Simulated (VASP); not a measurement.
A run of VASP 6.6.1:

The input INCAR:

```
SYSTEM = Ru2F
ALGO = Normal
EDIFF = 1E-7
ENCUT = 520
GGA = PE
ISIF = 2
ISMEAR = 0
ISPIN = 2
LASPH = .TRUE.
LCHARG = .FALSE.
LMAXMIX = 4
LORBIT = 11
LREAL = .FALSE.
LWAVE = .FALSE.
MAGMOM = 1 -1 0
NBANDS = 28
NELM = 150
PREC = Accurate
SIGMA = 0.1
```

File KPOINTS:

```
k-points
0
G
  6 6 6
  0 0 0
```

Contents of POSCAR:

```
Ru2F
1.0
    0.0000000000      2.6447078700      2.6447078700
    2.6447078700      0.0000000000      2.6447078700
    2.6447078700      2.6447078700      0.0000000000
Ru F
2 1
Direct
    0.2500000000      0.2500000000      0.2500000000
    0.7500000000      0.7500000000      0.7500000000
    0.5000000000      0.5000000000      0.5000000000
```

Potentials or basis: VASP PAW PBE potentials, release 64 (Ru_pv, F).

Launch:

```console
$ cat potpaw_PBE.64/Ru_pv/POTCAR potpaw_PBE.64/F/POTCAR > POTCAR
$ mpirun -np 1 vasp_std > vasp.out
```

Hardware: 1 thread of Intel(R) Xeon(R) 6975P-C (Granite Rapids) (shared host).

Problem. How long does it take, and how much memory?

Solution. Run time: 21 s on 1 thread of Intel(R) Xeon(R) 6975P-C (Granite Rapids), with other jobs on the host, peak memory 0.18 GiB. Counts: scf iterations 17, k points 16.
